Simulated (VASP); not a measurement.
# Li8Nb8HO23 (a cell with a defect) (H_O) in VASP: notebook

The runs below take Li8Nb8HO23 (a cell with a defect) (H_O) through single point, with PBE.

Everything below comes from runs of VASP 6.6.1. Logs are shortened: lines on timing, memory, paths and dates and some standing lists are left out, and cuts for length are marked.

## Step 1: The cell of the first run

The cell holds a defect, 40 atoms: a = 5.550 Å, b = 11.101 Å, c = 11.101 Å, α = 55.75°, β = 55.75°, γ = 55.75°.

## Step 2: Single point, PBE

INCAR reads:

```
SYSTEM = Li8Nb8HO23
PREC = Accurate ; ENCUT = 520
EDIFF = 1E-6 ; ISMEAR = 0
SIGMA = 0.01 ; LREAL = Auto
LASPH = .TRUE. ; NELM = 100
ALGO = Normal ; ISIF = 2
LWAVE = .FALSE. ; LCHARG = .TRUE.
GGA = PE ; LELF = .TRUE.
LVHAR = .TRUE. ; NELECT = 268.0
NBANDS = 160
```

KPOINTS reads:

```
Automatic mesh
0
Gamma
  1 1 1
  0.25 0.25 0.25
```

POSCAR reads:

```
Li8Nb8HO23
1.0
    2.5949501400      1.4981951600      4.6722232500
   -5.1899002700      2.9963903200      9.3444465000
    0.0000000000     -5.9927806400      9.3444465000
Li Nb O H
8 8 23 1
Direct
    0.7268094007      0.3478229865      0.3563186286
    0.2131407131      0.1216326844      0.1046107279
    0.7061752651      0.3603161916      0.8651602562
    0.2258457315      0.1131817135      0.6062014058
    0.7180128583      0.8638515607      0.3722436175
    0.2306234946      0.6104858975      0.1086996195
    0.7143643302      0.8588901471      0.8622623826
    0.2034600540      0.6164825512      0.6129174726
    0.9870765062      0.5048365916      0.5009575611
    0.4976605477      0.2553821590      0.2509237508
    1.0009779148      0.5100458601      0.9993616893
    0.4877403367      0.2557090746      0.7552093897
    1.0027808663      1.0064963836      0.5011329881
    0.4930446293      0.7696140261      0.2487854266
    1.0084080013      1.0069649074      0.9945781651
    0.4988553744      0.7549042321      0.7532738200
    0.2893578849      0.3228714889      0.4433855219
    0.6466286313      0.4382168532      0.1376398050
    0.8986628827      0.1367760431      0.3192175899
    0.3905199566      0.0692823716      0.3944639654
    0.7723385298      0.1877393541      0.0755329706
    0.1393507253      0.3831888447      0.1980952207
    0.2839269973      0.3196930239      0.9405980286
    0.6354161858      0.4461856331      0.6316834272
    0.8980173769      0.1425413101      0.8153515536
    0.3905358453      0.0673756012      0.8903218996
    0.7732639687      0.1875006298      0.5751421176
    0.1431285378      0.3900638756      0.6895569089
    0.2899383198      0.8183158332      0.4433297338
    0.6468485121      0.9418133053      0.1247831106
    0.8928567472      0.6340560879      0.3166380334
    0.7647492949      0.6812561825      0.0807349952
    0.1311099236      0.8841085947      0.1995407044
    0.2838231571      0.8179633817      0.9429227780
    0.6467037745      0.9395417257      0.6352095721
    0.8917277626      0.6385433561      0.8184182423
    0.3901430339      0.5674126528      0.8913084795
    0.7860793970      0.6863540472      0.5719643719
    0.1393750788      0.8843378540      0.6983084142
    0.3860015318      0.5709849828      0.3859556541
```

Potentials or basis: VASP PAW PBE potentials, release 64 (Li_sv, Nb_sv, O, H).

Command:

```console
cat potpaw_PBE.64/Li_sv/POTCAR potpaw_PBE.64/Nb_sv/POTCAR potpaw_PBE.64/O/POTCAR potpaw_PBE.64/H/POTCAR > POTCAR
mpirun -np 1 vasp_std > vasp.out
```

OUTCAR:

```text
SYSTEM = Li8Nb8HO23
   PREC = Accurate
   ENCUT = 520
   EDIFF = 1E-6
   ISMEAR = 0
   LREAL = Auto
   LASPH = .TRUE.
   NELM = 100
   ISIF = 2
   GGA = PE
   NELECT = 268.0

 ion  position               nearest neighbor table
   1  0.727  0.348  0.356-  22 2.05  27 2.11  19 2.17  17 2.17  18 2.25
   2  0.213  0.122  0.105-  23 1.99  19 2.05  30 2.13
   3  0.706  0.360  0.865-  37 2.02  21 2.10  28 2.16  23 2.23
   4  0.226  0.113  0.606-  25 2.06  17 2.07  35 2.09  20 2.23
   5  0.718  0.864  0.372-  20 2.01  38 2.03  33 2.03
   6  0.231  0.610  0.109-  34 2.04  31 2.04  18 2.07
   7  0.714  0.859  0.862-  26 2.05  39 2.07  32 2.15  34 2.25
   8  0.203  0.616  0.613-  36 1.99  29 2.06  24 2.09  38 2.22
   9  0.987  0.505  0.501-  24 1.88  31 1.89  17 1.93  38 2.05  28 2.13
  10  0.498  0.255  0.251-  22 1.87  21 1.92  20 1.94  18 2.06  17 2.12  19 2.18
  11  0.001  0.510  0.999-  36 1.90  18 1.96  32 1.99  23 2.00  37 2.07  22 2.15
  12  0.488  0.256  0.755-  28 1.88  26 1.93  27 1.97  23 2.03  24 2.11  25 2.18
  13  0.003  0.006  0.501-  19 1.89  35 1.94  29 1.98  27 2.03  20 2.10  39 2.14
  14  0.493  0.770  0.249-  33 1.88  30 1.96  32 1.99  29 2.03  31 2.15
  15  0.008  0.007  0.995-  25 1.89  34 1.96  30 1.96  26 2.06  21 2.07  33 2.17
  16  0.499  0.755  0.753-  39 1.89  37 1.96  38 1.98  34 2.06  35 2.06  36 2.12
  17  0.289  0.323  0.443-   9 1.93   4 2.07  10 2.12   1 2.17
  18  0.647  0.438  0.138-  11 1.96  10 2.06   6 2.07   1 2.25
  19  0.899  0.137  0.319-  13 1.89   2 2.05   1 2.17  10 2.18
  20  0.391  0.069  0.394-  10 1.94   5 2.01  13 2.10   4 2.23
  21  0.772  0.188  0.076-  10 1.92  15 2.07   3 2.10
  22  0.139  0.383  0.198-  10 1.87   1 2.05  11 2.15
  23  0.284  0.320  0.941-   2 1.99  11 2.00  12 2.03   3 2.23
  24  0.635  0.446  0.632-   9 1.88   8 2.09  12 2.11
  25  0.898  0.143  0.815-  15 1.89   4 2.06  12 2.18
  26  0.391  0.067  0.890-  12 1.93   7 2.05  15 2.06
  27  0.773  0.188  0.575-  12 1.97  13 2.03   1 2.11
  28  0.143  0.390  0.690-  12 1.88   9 2.13   3 2.16
  29  0.290  0.818  0.443-  13 1.98  14 2.03   8 2.06
  30  0.647  0.942  0.125-  14 1.96  15 1.96   2 2.13
  31  0.893  0.634  0.317-   9 1.89   6 2.04  14 2.15
  32  0.765  0.681  0.081-  11 1.99  14 1.99   7 2.15
  33  0.131  0.884  0.200-  14 1.88   5 2.03  15 2.17
  34  0.284  0.818  0.943-  15 1.96   6 2.04  16 2.06   7 2.25
  35  0.647  0.940  0.635-  13 1.94  16 2.06   4 2.09
  36  0.892  0.639  0.818-  11 1.90   8 1.99  16 2.12
  37  0.390  0.567  0.891-  16 1.96   3 2.02  11 2.07
  38  0.786  0.686  0.572-  16 1.98   5 2.03   9 2.05   8 2.22
  39  0.139  0.884  0.698-  16 1.89   7 2.07  13 2.14
  40  0.386  0.571  0.386-

  LATTYP: Found a base centered monoclinic cell.
 ALAT       =    15.1977748256
 B/A-ratio  =     0.6829815986
 C/A-ratio  =     0.3652177898
 COS(beta)  =    -0.0918250328

  Lattice vectors:

 A1 = (   7.7848504100,  -1.4981951600,  -4.6722232500)
 A2 = (   2.5949501400,   7.4909758000,  -4.6722232500)
 A3 = (   2.5949501400,   1.4981951600,   4.6722232500)

Analysis of symmetry for initial positions (statically):
=====================================================================
 Subroutine PRICEL returns:
 Original cell was already a primitive cell.

 Routine SETGRP: Setting up the symmetry group for a
 base centered monoclinic supercell.

 Subroutine GETGRP returns: Found  1 space group operations
 (whereof  1 operations were pure point group operations)
 out of a pool of  4 trial point group operations.

The static configuration has the point symmetry C_1 .

Analysis of symmetry for dynamics (positions and initial velocities):
=====================================================================
 Subroutine PRICEL returns:
 Original cell was already a primitive cell.

 Routine SETGRP: Setting up the symmetry group for a
 base centered monoclinic supercell.

 Subroutine GETGRP returns: Found  1 space group operations
 (whereof  1 operations were pure point group operations)
 out of a pool of  4 trial point group operations.

The dynamic configuration has the point symmetry C_1 .

 Subroutine INISYM returns: Found  1 space group operations
 (whereof  1 operations are pure point group operations),
 and found     1 'primitive' translations

----------------------------------------------------------------------------------------

                                     Primitive cell

  volume of cell :     435.9455

  direct lattice vectors                    reciprocal lattice vectors
     2.594950140  1.498195160  4.672223250     0.192681930  0.111244964  0.071343623
    -5.189900270  2.996390320  9.344446500    -0.096340965  0.055622482  0.035671811
     0.000000000 -5.992780640  9.344446500     0.000000000 -0.111244964  0.035671811

  length of vectors
     5.550497731 11.100995458 11.100995459     0.233648626  0.116824313  0.116824313

  position of ions in fractional coordinates (direct lattice)
     0.726809401  0.347822986  0.356318629
     0.213140713  0.121632684  0.104610728
     0.706175265  0.360316192  0.865160256
     0.225845732  0.113181713  0.606201406
     0.718012858  0.863851561  0.372243617
     0.230623495  0.610485897  0.108699620
[... 32 lines left out ...]
     0.139375079  0.884337854  0.698308414
     0.386001532  0.570984983  0.385955654

  ion indices of the primitive-cell ions
   primitive index   ion index
                 1           1
                 2           2
                 3           3
                 4           4
                 5           5
                 6           6
[... 32 lines left out ...]
                39          39
                40          40

----------------------------------------------------------------------------------------

 KPOINTS: Automatic mesh

Automatic generation of k-mesh.
 Grid dimensions read from file:
 generate k-points for:    1    1    1

 Generating k-lattice:

  Cartesian coordinates                     Fractional coordinates (reciprocal lattice)
     0.192681930  0.111244964  0.071343623     1.000000000 -0.000000000 -0.000000000
    -0.096340965  0.055622482  0.035671811    -0.000000000  1.000000000  0.000000000
     0.000000000 -0.111244964  0.035671811     0.000000000  0.000000000  1.000000000

  Length of vectors
     0.233648626  0.116824313  0.116824313

  Shift w.r.t. Gamma in fractional coordinates (k-lattice)
     0.250000000  0.250000000  0.250000000

 Subroutine IBZKPT returns following result:
 ===========================================

 Found      1 irreducible k-points:

 Following reciprocal coordinates:
            Coordinates               Weight
  0.250000  0.250000  0.250000      2.000000
   k-points           NKPTS =      1   k-points in BZ     NKDIM =      1   number of bands    NBANDS=    160
   number of dos      NEDOS =    301   number of ions     NIONS =     40
   total plane-waves  NPLWV = 296352
   dimension x,y,z NGX =    42 NGY =   84 NGZ =   84
   dimension x,y,z NGXF=    84 NGYF=  168 NGZF=  168
   ions per type =               8   8  23   1
   NGX,Y,Z   is equivalent  to a cutoff of  12.58, 12.58, 12.58 a.u.
   NGXF,Y,Z  is equivalent  to a cutoff of  25.16, 25.16, 25.16 a.u.
 SYSTEM =  Li8Nb8HO23
   PREC   = accura    normal or accurate (medium, high low for compatibility)
   ISTART =      0    job   : 0-new  1-cont  2-samecut
   ICHARG =      2    charge: 1-file 2-atom 10-const
   ISPIN  =      1    spin polarized calculation?
   LNONCOLLINEAR =      F non collinear calculations
   LSORBIT =      F    spin-orbit coupling
   LASPH  =      T    aspherical Exc in radial PAW
   ENCUT  =  520.0 eV  38.22 Ry    6.18 a.u.  10.32 20.64 20.64*2*pi/ulx,y,z
   NELM   =    100;   NELMIN=  2; NELMDL= -5     # of ELM steps
   EDIFF  = 0.1E-05   stopping-criterion for ELM
   LREAL  =      T    real-space projection
   EDIFFG = 0.1E-04   stopping-criterion for IOM
   NSW    =      0    number of steps for IOM
   IBRION =     -1    ionic relax: 0-MD 1-quasi-New 2-CG
   NFREE  =      0    steps in history (QN), initial steepest desc. (CG)
   ISIF   =      2    stress and relaxation
   ISYM   =      2    0-nonsym 1-usesym 2-fastsym
   POTIM  = 0.5000    time-step for ionic-motion
   TEBEG  =    0.0;   TEEND  =   0.0 temperature during run
   PSTRESS=    0.0 pullay stress
   NELECT =     268.0000    total number of electrons
   NUPDOWN=      -1.0000    fix difference up-down
   EMIN   =  10.00;   EMAX   =-10.00  energy-range for DOS
   EFERMI =   0.00;   METHOD = LEGACY
   ISMEAR =     0;   SIGMA  =   0.01  broadening in eV -4-tet -1-fermi 0-gaus
   EFERMI_NEDOS =   21; number of points for ismear=-14 and -15
   IALGO  =     38    algorithm
   IMIX   =      4    mixing-type and parameters
     AMIX     =   0.40;   BMIX     =  1.00
     AMIX_MAG =   1.60;   BMIX_MAG =  1.00
  volume/ion in A,a.u.               =      10.90        73.55
  Fermi-wavevector in a.u.,A,eV,Ry     =   1.392010  2.630517 26.363897  1.937692
  Thomas-Fermi vector in A             =   2.515794
   LORBIT       =      0    0 simple, 1 ext, 2 COOP (PROOUT), +10 PAW based schemes
   GGA     = PE    functional components
   LHFCALC =     F    Hartree Fock is set to
   AEXX    =    0.0000 exact exchange contribution
   IVDW    =     0    specifies the selected vdW correction
   LEPSILON=     F    determine dielectric tensor
   LRPA    =     F    only Hartree local field effects (RPA)
 non-spin polarized calculation
 Gauss-broadening in eV      SIGMA  =   0.01
  energy-cutoff  :      520.00
  volume of cell :      435.95
 maximum number of plane-waves:     11741
 NGX is ok and might be reduce to    42
   NGX = 21   NGY = 41   NGZ = 41

 number of electron     267.9999988 magnetization

 Free energy of the ion-electron system (eV)
  ---------------------------------------------------
  ext. energy  EPLUGINS =         0.00000000
  ---------------------------------------------------
  free energy    TOTEN  =      -307.35170186 eV

  energy without entropy =     -307.35170186  energy(sigma->0) =     -307.35170186

 E-fermi :   6.5561     XC(G=0): -10.6321

 val. band max:        6.5018004465   @ k =   0.2500   0.2500   0.2500
 cond. band min:       6.8359942407   @ k =   0.2500   0.2500   0.2500
 fundamental gap:      0.3341937942
 Fermi energy:         6.5560864714

 k-point     1 :       0.2500    0.2500    0.2500
  band No.  band energies     occupation
      1     -50.8128      2.00000
      2     -50.8024      2.00000
      3     -50.7885      2.00000
      4     -50.7467      2.00000
      5     -50.7362      2.00000
      6     -50.7209      2.00000
[... 138 lines left out ...]
    145       7.7021      0.00000
    146       7.8204      0.00000
 [bands above 146 left out]

------------------------ aborting loop because EDIFF is reached ----------------------------------------

  FORCE on cell =-STRESS in cart. coord.  units (eV):
  Direction    XX          YY          ZZ          XY          YZ          ZX
  --------------------------------------------------------------------------------------
  -------------------------------------------------------------------------------------
  Total        9.9562403      9.0964125      8.3753472     -1.9668039      0.4896544      1.6481242
  in kB       36.5909527     33.4309328     30.7808896     -7.2283540      1.7995669      6.0571494
  external PRESSURE =      33.6009250 kB  Pullay stress =       0.0000000 kB

 VOLUME and BASIS-vectors are now :
 -----------------------------------------------------------------------------
  energy-cutoff  :      520.00
  volume of cell :      435.95
      direct lattice vectors                 reciprocal lattice vectors
     2.594950140  1.498195160  4.672223250     0.192681930  0.111244964  0.071343623
    -5.189900270  2.996390320  9.344446500    -0.096340965  0.055622482  0.035671811
     0.000000000 -5.992780640  9.344446500     0.000000000 -0.111244964  0.035671811

 POSITION                                       TOTAL-FORCE (eV/Angst)
 -----------------------------------------------------------------------------------
      0.08087     -0.00422      9.97563         0.000981     -0.002200     -0.006303
     -0.07817      0.05688      3.10996        -0.001765     -0.005105     -0.005426
     -0.03752     -3.04708     14.75081         0.003314      0.002410     -0.001965
     -0.00134     -2.95533      7.77744         0.001956      0.000592     -0.001385
     -2.62010      1.43339     14.90534         0.000635      0.001101     -0.021419
     -2.56990      1.52336      7.79792        -0.003589      0.001382     -0.011620
[... 32 lines left out ...]
     -4.22795     -1.32618     15.44014         0.002774      0.014669     -0.013496
     -1.96170     -0.02375     10.74557        -0.003935     -0.003696      0.001149
 -----------------------------------------------------------------------------------
    total drift:                                0.000216     -0.001450     -0.013997

  FREE ENERGIE OF THE ION-ELECTRON SYSTEM (eV)
  ---------------------------------------------------
  free  energy   TOTEN  =      -307.3517018554 eV

  energy  without entropy=     -307.3517018554  energy(sigma->0) =     -307.35170186
```

Run time: 7.2 min. Hardware: 1 thread of AMD EPYC 7R43 (Zen 3), shared host; peak memory 0.6 GiB.

What came out:

| Property | Result |
| --- | --- |
| Free energy | -307.3517 eV |
| Largest force | 0.030 eV/Å |

Forces on the atoms (eV/Å):
```
Li   0.001 -0.002 -0.006
Li  -0.002 -0.005 -0.005
Li   0.003  0.002 -0.002
Li   0.002  0.001 -0.001
Li   0.001  0.001 -0.021
Li  -0.004  0.001 -0.012
Li   0.001  0.000 -0.004
Li   0.004  0.003 -0.001
Nb   0.001  0.003  0.029
Nb   0.007 -0.002  0.026
Nb  -0.009 -0.020  0.017
Nb   0.005  0.013  0.011
Nb   0.003 -0.010  0.028
Nb   0.001  0.008  0.004
Nb   0.007 -0.017  0.024
Nb   0.007  0.000  0.020
O   -0.006  0.003 -0.005
O    0.013  0.011 -0.002
O   -0.007 -0.010 -0.004
O   -0.016  0.000 -0.004
O    0.012 -0.007 -0.011
O    0.002  0.019 -0.010
O   -0.005  0.011  0.001
O    0.010 -0.008 -0.014
O   -0.010 -0.010 -0.005
O   -0.020  0.000 -0.007
O    0.003 -0.011 -0.011
O    0.011  0.012 -0.010
O   -0.010  0.010 -0.001
O    0.018  0.006  0.004
O   -0.017 -0.015 -0.006
O    0.004 -0.005  0.005
O    0.014  0.017  0.001
O   -0.015  0.013 -0.002
O    0.012  0.002  0.001
O   -0.010 -0.014 -0.005
O   -0.017  0.000 -0.005
O    0.007 -0.012 -0.003
O    0.003  0.015 -0.013
H   -0.004 -0.004  0.001
```

Caveat: the k points lie up to 1.47 Å⁻¹ apart; the cell carries a net charge on a neutralising background, which shifts energy and pressure; the cell is charged against a uniform background, so pressure and absolute levels hang on convention; the cutoff is under 1.25 times the usual one of these potentials, so pressure, stress and relaxed cells hold a basis-set (Pulay) error.

(Part 1 of 3 ends here.)
